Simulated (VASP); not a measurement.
Wanted: the native input for a VASP 6.6.1 run.

```yaml
Task: single point
Functional: PBE
Potentials_or_basis: VASP PAW PBE potentials, release 64 (K_sv, F)
Cutoff: 520 eV
k_mesh: 8 × 8 × 8
Occupations: fermi-dirac, width 0.02 eV
Spin: no spin polarisation
Dipole_correction: no
Further_INCAR_settings: ALGO = Normal; EDIFF = 1e-06; NBANDS = 15
```

The structure of KF lies in POSCAR:

```
KF
1.0
   -0.1684516916      2.6096303216      2.6096303216
    2.6096303216     -0.1684516916      2.6096303216
    2.6096303216      2.6096303216     -0.1684516916
K F
1 1
Direct
    0.0000000000      0.0000000000      0.0000000000
    0.5000000000      0.5000000000      0.5000000000
```

This cell differs from its parent crystal: epitaxial 111 strain +4.5%.

The input as run:

INCAR

```
PREC = Accurate ; ENCUT = 520
EDIFF = 1E-6 ; ISMEAR = -1
SIGMA = 0.02 ; LREAL = F
LASPH = T ; NELM = 100
ALGO = Normal ; ISIF = 2
LWAVE = F ; LCHARG = F
GGA = PE ; NBANDS = 15
```

KPOINTS

```
Automatic mesh
0
Gamma
  8 8 8
```

Potentials or basis: VASP PAW PBE potentials, release 64 (K_sv, F).

Command:

```sh
$ cat potpaw_PBE.64/K_sv/POTCAR potpaw_PBE.64/F/POTCAR > POTCAR
$ mpirun -np 1 vasp_std > vasp.out
```

Results of the run:

The pressure is 0.5 GPa and the band gap on the k mesh is 5.96 eV, direct.

Caveat: the cell differs from its parent crystal (epitaxial 111 strain +4.5%).

It took 25 s on 1 thread of Intel(R) Xeon(R) Platinum 8375C CPU @ 2.90GHz (Ice Lake), on a shared host, peak memory 0.18 GiB.
